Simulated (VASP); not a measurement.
# Ta (P6_3/mmc) in VASP: further runs, part 2 of 2

VASP 6.6.1. The steps go on from the part before.

## 3. Single point, PBEsol (volume scaled by 1.12)

The input, INCAR:

```
SYSTEM = Ta
PREC     = Accurate       ! precision mode
ENCUT    = 520            ! plane-wave cutoff, eV
EDIFF    = 1E-6           ! SCF threshold, eV
ISMEAR   = -1             ! smearing method
SIGMA    = 0.1            ! smearing width, eV
LREAL    = .False.        ! projectors in reciprocal space
LASPH    = .True.         ! aspherical terms in the spheres
NELM     = 60             ! most SCF steps
ALGO     = Normal         ! electronic algorithm
ISIF     = 2              ! what is computed and relaxed
LWAVE    = .False.        ! write WAVECAR
LCHARG   = .True.         ! write CHGCAR
GGA      = PS             ! functional
LELF     = .True.         ! ELF
LVHAR    = .True.       
NBANDS   = 30             ! bands
```

The input, KPOINTS:

```
Automatic mesh
0
Gamma
  14 14 4
  0 0 0
```

The input, POSCAR:

```
Ta
1.0
    3.0091889397      0.0000000000      0.0000000000
   -1.5045944699      2.6060340665      0.0000000000
    0.0000000000      0.0000000000     10.3823978796
Ta
4
Direct
    0.0000000000      1.0000000000      1.0000000000
    1.0000000000      1.0000000000      0.5000000000
    0.3333333333      0.6666666667      0.2500000000
    0.6666666667      0.3333333333      0.7500000000
```

Potentials or basis: VASP PAW PBE potentials, release 64 (Ta_pv).

Run with:

```sh
> cat potpaw_PBE.64/Ta_pv/POTCAR > POTCAR
> mpirun -np 1 vasp_std > vasp.out
```

OUTCAR:

```text
SYSTEM = Ta
   PREC = Accurate
   ENCUT = 520
   EDIFF = 1E-6
   ISMEAR = -1
   LREAL = .False.
   LASPH = .True.
   NELM = 60
   ISIF = 2
   GGA = PS

 ion  position               nearest neighbor table
   1  0.000  0.000  0.000-   3 3.12   4 3.12   3 3.12   4 3.12   4 3.12   3 3.12
   2  0.000  0.000  0.500-   3 3.12   4 3.12   3 3.12   4 3.12   4 3.12   3 3.12
   3  0.333  0.667  0.250-   1 3.12   2 3.12   1 3.12   2 3.12   1 3.12   2 3.12
   4  0.667  0.333  0.750-   1 3.12   2 3.12   1 3.12   2 3.12   1 3.12   2 3.12

  LATTYP: Found a hexagonal cell.
 ALAT       =     3.0091889397
 C/A-ratio  =     3.4502313041

  Lattice vectors:

 A1 = (   3.0091889397,   0.0000000000,   0.0000000000)
 A2 = (  -1.5045944699,   2.6060340665,   0.0000000000)
 A3 = (   0.0000000000,   0.0000000000,  10.3823978796)

Analysis of symmetry for initial positions (statically):
=====================================================================
 Subroutine PRICEL returns:
 Original cell was already a primitive cell.

 Routine SETGRP: Setting up the symmetry group for a
 hexagonal supercell.

 Subroutine GETGRP returns: Found 24 space group operations
 (whereof 12 operations were pure point group operations)
 out of a pool of 24 trial point group operations.

The static configuration has the point symmetry D_3d.
 The point group associated with its full space group is D_6h.

Analysis of symmetry for dynamics (positions and initial velocities):
=====================================================================
 Subroutine PRICEL returns:
 Original cell was already a primitive cell.

 Routine SETGRP: Setting up the symmetry group for a
 hexagonal supercell.

 Subroutine GETGRP returns: Found 24 space group operations
 (whereof 12 operations were pure point group operations)
 out of a pool of 24 trial point group operations.

The dynamic configuration has the point symmetry D_3d.
 The point group associated with its full space group is D_6h.

 Subroutine INISYM returns: Found 24 space group operations
 (whereof 12 operations are pure point group operations),
 and found     1 'primitive' translations

----------------------------------------------------------------------------------------

                                     Primitive cell

  volume of cell :      81.4193

  direct lattice vectors                    reciprocal lattice vectors
     3.009188940  0.000000000  0.000000000     0.332315458  0.191862419  0.000000000
    -1.504594470  2.606034066  0.000000000     0.000000000  0.383724838  0.000000000
     0.000000000  0.000000000 10.382397880     0.000000000  0.000000000  0.096316864

  length of vectors
     3.009188940  3.009188940 10.382397880     0.383724838  0.383724838  0.096316864

  position of ions in fractional coordinates (direct lattice)
     0.000000000  0.000000000  0.000000000
     0.000000000  0.000000000  0.500000000
     0.333333333  0.666666667  0.250000000
     0.666666667  0.333333333  0.750000000

  ion indices of the primitive-cell ions
   primitive index   ion index
                 1           1
                 2           2
                 3           3
                 4           4

----------------------------------------------------------------------------------------

 KPOINTS: Automatic mesh

Automatic generation of k-mesh.
 Grid dimensions read from file:
 generate k-points for:   14   14    4

 Generating k-lattice:

  Cartesian coordinates                     Fractional coordinates (reciprocal lattice)
     0.023736818  0.013704459  0.000000000     0.071428571  0.000000000  0.000000000
     0.000000000  0.027408917  0.000000000     0.000000000  0.071428571  0.000000000
     0.000000000  0.000000000  0.024079216     0.000000000  0.000000000  0.250000000

  Length of vectors
     0.027408917  0.027408917  0.024079216

  Shift w.r.t. Gamma in fractional coordinates (k-lattice)
     0.000000000  0.000000000  0.000000000

 Subroutine IBZKPT returns following result:
 ===========================================

 Found     72 irreducible k-points:

 Following reciprocal coordinates:
            Coordinates               Weight
  0.000000  0.000000  0.000000      1.000000
  0.071429  0.000000  0.000000      6.000000
  0.142857  0.000000  0.000000      6.000000
  0.214286  0.000000  0.000000      6.000000
  0.285714  0.000000  0.000000      6.000000
  0.357143  0.000000  0.000000      6.000000
[... 16 lines left out ...]
  0.285714  0.285714  0.000000      6.000000
  0.357143  0.285714  0.000000      6.000000
 [... further k-points ...]
   k-points           NKPTS =     72   k-points in BZ     NKDIM =     72   number of bands    NBANDS=     30
   number of dos      NEDOS =    301   number of ions     NIONS =      4
   total plane-waves  NPLWV =  46080
   dimension x,y,z NGX =    24 NGY =   24 NGZ =   80
   dimension x,y,z NGXF=    48 NGYF=   48 NGZF=  160
   ions per type =               4
   NGX,Y,Z   is equivalent  to a cutoff of  13.26, 13.26, 12.81 a.u.
   NGXF,Y,Z  is equivalent  to a cutoff of  26.52, 26.52, 25.62 a.u.
 SYSTEM =  Ta
   PREC   = accura    normal or accurate (medium, high low for compatibility)
   ISTART =      0    job   : 0-new  1-cont  2-samecut
   ICHARG =      2    charge: 1-file 2-atom 10-const
   ISPIN  =      1    spin polarized calculation?
   LNONCOLLINEAR =      F non collinear calculations
   LSORBIT =      F    spin-orbit coupling
   LASPH  =      T    aspherical Exc in radial PAW
   ENCUT  =  520.0 eV  38.22 Ry    6.18 a.u.   5.60  5.60 19.30*2*pi/ulx,y,z
   NELM   =     60;   NELMIN=  2; NELMDL= -5     # of ELM steps
   EDIFF  = 0.1E-05   stopping-criterion for ELM
   LREAL  =      F    real-space projection
   EDIFFG = 0.1E-04   stopping-criterion for IOM
   NSW    =      0    number of steps for IOM
   IBRION =     -1    ionic relax: 0-MD 1-quasi-New 2-CG
   NFREE  =      0    steps in history (QN), initial steepest desc. (CG)
   ISIF   =      2    stress and relaxation
   ISYM   =      2    0-nonsym 1-usesym 2-fastsym
   POTIM  = 0.5000    time-step for ionic-motion
   TEBEG  =    0.0;   TEEND  =   0.0 temperature during run
   PSTRESS=    0.0 pullay stress
   NELECT =      44.0000    total number of electrons
   NUPDOWN=      -1.0000    fix difference up-down
   EMIN   =  10.00;   EMAX   =-10.00  energy-range for DOS
   EFERMI =   0.00;   METHOD = LEGACY
   ISMEAR =    -1;   SIGMA  =   0.10  broadening in eV -4-tet -1-fermi 0-gaus
   EFERMI_NEDOS =   21; number of points for ismear=-14 and -15
   IALGO  =     38    algorithm
   IMIX   =      4    mixing-type and parameters
     AMIX     =   0.40;   BMIX     =  1.00
     AMIX_MAG =   1.60;   BMIX_MAG =  1.00
  volume/ion in A,a.u.               =      20.35       137.36
  Fermi-wavevector in a.u.,A,eV,Ry     =   1.333470  2.519893 24.193102  1.778143
  Thomas-Fermi vector in A             =   2.462326
   LORBIT       =      0    0 simple, 1 ext, 2 COOP (PROOUT), +10 PAW based schemes
   GGA     = PS    functional components
   LHFCALC =     F    Hartree Fock is set to
   AEXX    =    0.0000 exact exchange contribution
   IVDW    =     0    specifies the selected vdW correction
   LEPSILON=     F    determine dielectric tensor
   LRPA    =     F    only Hartree local field effects (RPA)
 non-spin polarized calculation
  energy-cutoff  :      520.00
  volume of cell :       81.42
 maximum number of plane-waves:      2223
 NGX is ok and might be reduce to    24
   NGX = 11   NGY = 11   NGZ = 39

 number of electron      44.0000003 magnetization

 Free energy of the ion-electron system (eV)
  ---------------------------------------------------
  ext. energy  EPLUGINS =         0.00000000
  ---------------------------------------------------
  free energy    TOTEN  =       -48.63833317 eV

  energy without entropy =      -48.46705243  energy(sigma->0) =      -48.55269280

 E-fermi :   4.7495     XC(G=0): -12.1110

 val. band max:        4.7386273897   @ k =   0.4286   0.0714   0.5000
 cond. band min:       4.7533517750   @ k =   0.0000   0.0000   0.0000
 fundamental gap:      0.0147243853
 Fermi energy:         4.7494921807

 k-point     1 :       0.0000    0.0000    0.0000
  band No.  band energies     occupation
      1     -29.8592      2.00000
      2     -29.5613      2.00000
      3     -29.5012      2.00000
      4     -29.1856      2.00000
      5     -29.1823      2.00000
      6     -29.1823      2.00000
[... 781 lines left out ...]
     29       8.5638      0.00000
     30       9.0377      0.00000

 [... further k-points ...]
[... 5 lines left out ...]
  --------------------------------------------------------------------------------------
  -------------------------------------------------------------------------------------
  Total       -9.3663137     -9.3663137     -9.3677836      0.0000000      0.0000000      0.0000000
  in kB     -184.3113454   -184.3113454   -184.3402705      0.0000000      0.0000000      0.0000000
  external PRESSURE =    -184.3209871 kB  Pullay stress =       0.0000000 kB

 VOLUME and BASIS-vectors are now :
 -----------------------------------------------------------------------------
  energy-cutoff  :      520.00
  volume of cell :       81.42
      direct lattice vectors                 reciprocal lattice vectors
     3.009188940  0.000000000  0.000000000     0.332315458  0.191862419  0.000000000
    -1.504594470  2.606034066  0.000000000     0.000000000  0.383724838  0.000000000
     0.000000000  0.000000000 10.382397880     0.000000000  0.000000000  0.096316864

 POSITION                                       TOTAL-FORCE (eV/Angst)
 -----------------------------------------------------------------------------------
      0.00000      0.00000      0.00000         0.000000      0.000000      0.000000
      0.00000      0.00000      5.19120         0.000000      0.000000      0.000000
     -0.00000      1.73736      2.59560        -0.000000      0.000000      0.000000
      1.50459      0.86868      7.78680         0.000000     -0.000000     -0.000000
 -----------------------------------------------------------------------------------
    total drift:                               -0.000000      0.000000     -0.000000

  FREE ENERGIE OF THE ION-ELECTRON SYSTEM (eV)
  ---------------------------------------------------
  free  energy   TOTEN  =       -48.6383331675 eV

  energy  without entropy=      -48.4670524292  energy(sigma->0) =      -48.55269280
```

It took 2.2 min on 1 thread of Intel Xeon 6975P-C, shared host; peak memory 0.28 GiB.

Results:

* Free energy: -48.6383 eV
* Pressure: -18.4 GPa
* Band gap on the k mesh: zero (band 22 reaches 5.29 eV, above the bottom of band 23 at 4.26 eV)

Caveat: the PAW data sets were made with another functional, which shifts forces and pressure a little; spin-orbit coupling is left out, which moves the levels of the heavy elements.
